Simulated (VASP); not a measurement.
# WSe2 in VASP: single point with PBEsol

Aim: the single point of WSe2 with PBEsol.

Program: VASP 6.6.1. These are calculated values, not measurements. Logs are shortened: lines on timing, memory, paths and dates and some standing lists are left out, and cuts for length are marked.

**1. The cell of the first run**

The cell holds a slab with vacuum, 3 atoms: a = 3.270 Å, b = 3.270 Å, c = 16.661 Å, α = 90.00°, β = 90.00°, γ = 120.00°.

**2. Single point, PBEsol**

Contents of POSCAR:

```
WSe2
1.0
    3.2702526784      0.0000000000      0.0000000000
   -1.6351263392      2.8321218963      0.0000000000
    0.0000000000      0.0000000000     16.6612169706
W Se
1 2
Direct
    0.0000000000      0.0000000000      0.0000000000
    0.3333333333      0.6666666667      0.1003992721
    0.3333333333      0.6666666667      0.8996007279
```

Contents of INCAR.step1:

```
ALGO     = Normal         # electronic algorithm
EDIFF    = 1E-6           # SCF threshold, eV
ENCUT    = 520            # plane-wave cutoff, eV
GGA      = PS             # functional
ISIF     = 2              # what is computed and relaxed
ISMEAR   = 0              # smearing method
LASPH    = True           # aspherical terms in the spheres
LCHARG   = True           # write CHGCAR
LMAXMIX  = 4              # l up to which the mixer works
LREAL    = False          # projectors in reciprocal space
LWAVE    = False          # write WAVECAR
NBANDS   = 20             # bands
NELM     = 80             # most SCF steps
PREC     = Accurate       # precision mode
SIGMA    = 0.02           # smearing width, eV
```

Contents of KPOINTS.step1:

```
k-points
0
Gamma
  12 12 2
```

Contents of INCAR.step2:

```
ALGO     = Normal         # electronic algorithm
EDIFF    = 1E-6           # SCF threshold, eV
ENCUT    = 520            # plane-wave cutoff, eV
GGA      = PS             # functional
ICHARG   = 11             # starting density
ISIF     = 2              # what is computed and relaxed
ISMEAR   = -5             # smearing method
LASPH    = True           # aspherical terms in the spheres
LCHARG   = False          # write CHGCAR
LMAXMIX  = 4              # l up to which the mixer works
LORBIT   = 11             # projections on sites
LREAL    = False          # projectors in reciprocal space
LWAVE    = False          # write WAVECAR
NEDOS    = 1001           # points of the DOS
NELM     = 80             # most SCF steps
PREC     = Accurate       # precision mode
SIGMA    = 0.02           # smearing width, eV
```

Contents of KPOINTS.step2:

```
k-points
0
Gamma
  18 18 3
```

Potentials or basis: VASP PAW PBE potentials, release 64 (W_sv, Se).

Launch:

```bash
$ cat potpaw_PBE.64/W_sv/POTCAR potpaw_PBE.64/Se/POTCAR > POTCAR
$ cp INCAR.step1 INCAR
$ cp KPOINTS.step1 KPOINTS
$ mpirun -np 1 vasp_std > vasp.out
$ cp INCAR.step2 INCAR
$ cp KPOINTS.step2 KPOINTS
$ mpirun -np 1 vasp_std > vasp.out
```

OUTCAR:

```text
EDIFF = 1E-6
   ENCUT = 520
   GGA = PS
   ICHARG = 11
   ISIF = 2
   ISMEAR = -5
   LASPH = True
   LORBIT = 11
   LREAL = False
   NELM = 80
   PREC = Accurate

 ion  position               nearest neighbor table
   1  0.000  0.000  0.000-   2 2.52   3 2.52   2 2.52   3 2.52   2 2.52   3 2.52
   2  0.333  0.667  0.100-   1 2.52   1 2.52   1 2.52
   3  0.333  0.667  0.900-   1 2.52   1 2.52   1 2.52

  LATTYP: Found a hexagonal cell.
 ALAT       =     3.2702526784
 C/A-ratio  =     5.0947797033

  Lattice vectors:

 A1 = (   3.2702526784,   0.0000000000,   0.0000000000)
 A2 = (  -1.6351263392,   2.8321218963,   0.0000000000)
 A3 = (   0.0000000000,   0.0000000000,  16.6612169706)

Analysis of symmetry for initial positions (statically):
=====================================================================
 Subroutine PRICEL returns:
 Original cell was already a primitive cell.

 Routine SETGRP: Setting up the symmetry group for a
 hexagonal supercell.

 Subroutine GETGRP returns: Found 12 space group operations
 (whereof 12 operations were pure point group operations)
 out of a pool of 24 trial point group operations.

The static configuration has the point symmetry D_3h.

Analysis of symmetry for dynamics (positions and initial velocities):
=====================================================================
 Subroutine PRICEL returns:
 Original cell was already a primitive cell.

 Routine SETGRP: Setting up the symmetry group for a
 hexagonal supercell.

 Subroutine GETGRP returns: Found 12 space group operations
 (whereof 12 operations were pure point group operations)
 out of a pool of 24 trial point group operations.

The dynamic configuration has the point symmetry D_3h.

 Subroutine INISYM returns: Found 12 space group operations
 (whereof 12 operations are pure point group operations),
 and found     1 'primitive' translations

----------------------------------------------------------------------------------------

                                     Primitive cell

  volume of cell :     154.3121

  direct lattice vectors                    reciprocal lattice vectors
     3.270252678  0.000000000  0.000000000     0.305786769  0.176546073  0.000000000
    -1.635126339  2.832121896  0.000000000     0.000000000  0.353092147  0.000000000
     0.000000000  0.000000000 16.661216971     0.000000000  0.000000000  0.060019625

  length of vectors
     3.270252678  3.270252678 16.661216971     0.353092147  0.353092147  0.060019625

  position of ions in fractional coordinates (direct lattice)
     0.000000000  0.000000000  0.000000000
     0.333333333  0.666666667  0.100399272
     0.333333333  0.666666667  0.899600728

  ion indices of the primitive-cell ions
   primitive index   ion index
                 1           1
                 2           2
                 3           3

----------------------------------------------------------------------------------------

 KPOINTS: k-points

Automatic generation of k-mesh.
 Grid dimensions read from file:
 generate k-points for:   18   18    3

 Generating k-lattice:

  Cartesian coordinates                     Fractional coordinates (reciprocal lattice)
     0.016988154  0.009808115  0.000000000     0.055555556 -0.000000000  0.000000000
     0.000000000  0.019616230  0.000000000     0.000000000  0.055555556  0.000000000
     0.000000000  0.000000000  0.020006542     0.000000000  0.000000000  0.333333333

  Length of vectors
     0.019616230  0.019616230  0.020006542

  Shift w.r.t. Gamma in fractional coordinates (k-lattice)
     0.000000000  0.000000000  0.000000000

 TETIRR: Found    828 inequivalent tetrahedra from     5832

 Subroutine IBZKPT returns following result:
 ===========================================

 Found     74 irreducible k-points:

 Following reciprocal coordinates:
            Coordinates               Weight
  0.000000  0.000000  0.000000      1.000000
  0.055556  0.000000  0.000000      6.000000
  0.111111  0.000000  0.000000      6.000000
  0.166667 -0.000000  0.000000      6.000000
  0.222222  0.000000  0.000000      6.000000
  0.277778 -0.000000  0.000000      6.000000
[... 16 lines left out ...]
  0.333333  0.111111  0.000000     12.000000
  0.388889  0.111111  0.000000     12.000000
 [... further k-points ...]
   k-points           NKPTS =     74   k-points in BZ     NKDIM =     74   number of bands    NBANDS=     17
   number of dos      NEDOS =   1001   number of ions     NIONS =      3
   total plane-waves  NPLWV =  72576
   dimension x,y,z NGX =    24 NGY =   24 NGZ =  126
   dimension x,y,z NGXF=    48 NGYF=   48 NGZF=  252
   ions per type =               1   2
   NGX,Y,Z   is equivalent  to a cutoff of  12.20, 12.20, 12.57 a.u.
   NGXF,Y,Z  is equivalent  to a cutoff of  24.40, 24.40, 25.14 a.u.
 SYSTEM =  unknown system
   PREC   = accura    normal or accurate (medium, high low for compatibility)
   ISTART =      0    job   : 0-new  1-cont  2-samecut
   ICHARG =     11    charge: 1-file 2-atom 10-const
   ISPIN  =      1    spin polarized calculation?
   LNONCOLLINEAR =      F non collinear calculations
   LSORBIT =      F    spin-orbit coupling
   LASPH  =      T    aspherical Exc in radial PAW
   ENCUT  =  520.0 eV  38.22 Ry    6.18 a.u.   6.08  6.08 30.98*2*pi/ulx,y,z
   NELM   =     80;   NELMIN=  2; NELMDL=  0     # of ELM steps
   EDIFF  = 0.1E-05   stopping-criterion for ELM
   LREAL  =      F    real-space projection
   EDIFFG = 0.1E-04   stopping-criterion for IOM
   NSW    =      0    number of steps for IOM
   IBRION =     -1    ionic relax: 0-MD 1-quasi-New 2-CG
   NFREE  =      0    steps in history (QN), initial steepest desc. (CG)
   ISIF   =      2    stress and relaxation
   ISYM   =      2    0-nonsym 1-usesym 2-fastsym
   POTIM  = 0.5000    time-step for ionic-motion
   TEBEG  =    0.0;   TEEND  =   0.0 temperature during run
   PSTRESS=    0.0 pullay stress
   NELECT =      26.0000    total number of electrons
   NUPDOWN=      -1.0000    fix difference up-down
   EMIN   =  10.00;   EMAX   =-10.00  energy-range for DOS
   EFERMI =   0.00;   METHOD = LEGACY
   ISMEAR =    -5;   SIGMA  =   0.02  broadening in eV -4-tet -1-fermi 0-gaus
   EFERMI_NEDOS =   21; number of points for ismear=-14 and -15
   IALGO  =     38    algorithm
   IMIX   =      4    mixing-type and parameters
     AMIX     =   0.40;   BMIX     =  1.00
     AMIX_MAG =   1.60;   BMIX_MAG =  1.00
  volume/ion in A,a.u.               =      51.44       347.12
  Fermi-wavevector in a.u.,A,eV,Ry     =   0.904203  1.708696 11.123894  0.817583
  Thomas-Fermi vector in A             =   2.027621
   LORBIT       =     11    0 simple, 1 ext, 2 COOP (PROOUT), +10 PAW based schemes
   GGA     = PS    functional components
   LHFCALC =     F    Hartree Fock is set to
   AEXX    =    0.0000 exact exchange contribution
   IVDW    =     0    specifies the selected vdW correction
   LEPSILON=     F    determine dielectric tensor
   LRPA    =     F    only Hartree local field effects (RPA)
 non-spin polarized calculation
 Fermi weights with tetrahedron method with Bloechl corrections
  energy-cutoff  :      520.00
  volume of cell :      154.31
 maximum number of plane-waves:      4200

 number of electron      25.9999996 magnetization

 Free energy of the ion-electron system (eV)
  ---------------------------------------------------
  ext. energy  EPLUGINS =         0.00000000
  ---------------------------------------------------
  free energy    TOTEN  =       -23.23496488 eV

  energy without entropy =      -23.23496488  energy(sigma->0) =      -23.23496488

 E-fermi :  -0.7902     XC(G=0):  -4.8454

 val. band max:       -0.8200290075   @ k =   0.3333   0.3333   0.0000
 cond. band min:       0.8683510349   @ k =   0.1667   0.1667   0.0000
 fundamental gap:      1.6883800424
 Fermi energy:        -0.7901937433

 k-point     1 :       0.0000    0.0000    0.0000
  band No.  band energies     occupation
      1     -74.7644      2.00000
      2     -39.0303      2.00000
      3     -38.8796      2.00000
      4     -38.8796      2.00000
      5     -15.7210      2.00000
      6     -14.4198      2.00000
[... 9 lines left out ...]
     16       2.4371      0.00000
     17       2.4390      0.00000

 k-point     2 :       0.0556    0.0000    0.0000
  band No.  band energies     occupation
      1     -74.7640      2.00000
      2     -39.0289      2.00000
      3     -38.8873      2.00000
      4     -38.8814      2.00000
      5     -15.6726      2.00000
      6     -14.3956      2.00000
[... 9 lines left out ...]
     16       2.3311      0.00000
     17       2.3712      0.00000

 k-point     3 :       0.1111    0.0000    0.0000
  band No.  band energies     occupation
      1     -74.7631      2.00000
      2     -39.0246      2.00000
      3     -38.9094      2.00000
      4     -38.8866      2.00000
      5     -15.5300      2.00000
      6     -14.3242      2.00000
[... 9 lines left out ...]
     16       2.1951      0.00000
     17       2.5640      0.00000

 k-point     4 :       0.1667   -0.0000    0.0000
  band No.  band energies     occupation
      1     -74.7616      2.00000
      2     -39.0181      2.00000
      3     -38.9431      2.00000
      4     -38.8945      2.00000
      5     -15.3017      2.00000
      6     -14.2102      2.00000
[... 9 lines left out ...]
     16       1.9698      0.00000
     17       2.8477      0.00000

 k-point     5 :       0.2222    0.0000    0.0000
  band No.  band energies     occupation
      1     -74.7597      2.00000
      2     -39.0101      2.00000
      3     -38.9841      2.00000
      4     -38.9042      2.00000
      5     -15.0025      2.00000
      6     -14.0618      2.00000
[... 9 lines left out ...]
     16       1.9044      0.00000
     17       3.1315      0.00000

 k-point     6 :       0.2778   -0.0000    0.0000
  band No.  band energies     occupation
      1     -74.7577      2.00000
      2     -39.0274      2.00000
      3     -39.0016      2.00000
      4     -38.9145      2.00000
      5     -14.6547      2.00000
      6     -13.8916      2.00000
[... 9 lines left out ...]
     16       2.1704      0.00000
     17       3.3652      0.00000
[... 281 lines left out ...]
 k-point    21 :       0.2222    0.1111    0.0000
  band No.  band energies     occupation
      1     -74.7571      2.00000
      2     -39.0321      2.00000
      3     -38.9990      2.00000
      4     -38.9263      2.00000
      5     -14.5438      2.00000
      6     -13.8357      2.00000
[... 9 lines left out ...]
     16       1.9527      0.00000
     17       3.5035      0.00000

 k-point    22 :       0.2778    0.1111    0.0000
  band No.  band energies     occupation
      1     -74.7554      2.00000
      2     -39.0670      2.00000
      3     -38.9915      2.00000
      4     -38.9385      2.00000
      5     -14.1942      2.00000
      6     -13.6673      2.00000
[... 9 lines left out ...]
     16       2.2511      0.00000
     17       3.5859      0.00000

 k-point    23 :       0.3333    0.1111    0.0000
  band No.  band energies     occupation
      1     -74.7540      2.00000
      2     -39.0952      2.00000
      3     -38.9854      2.00000
      4     -38.9484      2.00000
      5     -13.8766      2.00000
      6     -13.5185      2.00000
[... 9 lines left out ...]
     16       2.5606      0.00000
     17       3.5501      0.00000

 k-point    24 :       0.3889    0.1111    0.0000
  band No.  band energies     occupation
      1     -74.7530      2.00000
      2     -39.1135      2.00000
      3     -38.9814      2.00000
      4     -38.9549      2.00000
      5     -13.6483      2.00000
      6     -13.4146      2.00000
[... 9 lines left out ...]
     16       2.8389      0.00000
     17       3.4509      0.00000

 [... further k-points ...]
[... 5 lines left out ...]
  --------------------------------------------------------------------------------------
  -------------------------------------------------------------------------------------
  Total        0.1376003      0.1376003      0.1945903      0.0000000      0.0000000      0.0000000
  in kB        1.4286634      1.4286634      2.0203737      0.0000000      0.0000000      0.0000000
  external PRESSURE =       1.6259002 kB  Pullay stress =       0.0000000 kB

 VOLUME and BASIS-vectors are now :
 -----------------------------------------------------------------------------
  energy-cutoff  :      520.00
  volume of cell :      154.31
      direct lattice vectors                 reciprocal lattice vectors
     3.270252678  0.000000000  0.000000000     0.305786769  0.176546073  0.000000000
    -1.635126339  2.832121896  0.000000000     0.000000000  0.353092147  0.000000000
     0.000000000  0.000000000 16.661216971     0.000000000  0.000000000  0.060019625

 POSITION                                       TOTAL-FORCE (eV/Angst)
 -----------------------------------------------------------------------------------
      0.00000      0.00000      0.00000         0.000000     -0.000000      0.000000
     -0.00000      1.88808      1.67277        -0.000000      0.000000      0.060148
     -0.00000      1.88808     14.98844        -0.000000      0.000000     -0.060148
 -----------------------------------------------------------------------------------
    total drift:                                0.000045     -0.000026      0.000000

  FREE ENERGIE OF THE ION-ELECTRON SYSTEM (eV)
  ---------------------------------------------------
  free  energy   TOTEN  =       -23.2349648765 eV

  energy  without entropy=      -23.2349648765  energy(sigma->0) =      -23.23496488

 total charge

# of ion       s       p       d       tot
------------------------------------------
    1        2.314   6.289   3.407  12.010
    2        1.475   2.354   0.072   3.900
    3        1.475   2.354   0.072   3.900
--------------------------------------------------
tot          5.264  10.997   3.550  19.811
```

Run time: 1.9 min. Hardware: 1 thread of Intel Xeon 6975P-C (Granite Rapids), shared host; peak memory 0.37 GiB.

Results:

| Item | Value |
| --- | --- |
| Valence electrons inside the program's atomic spheres | W 12.01; Se 3.90 |

Caveat: there is no dipole correction, which matters where the two faces differ; the PAW data sets were made with another functional, which shifts forces and pressure a little; spin-orbit coupling is left out, which moves the levels of the heavy elements.
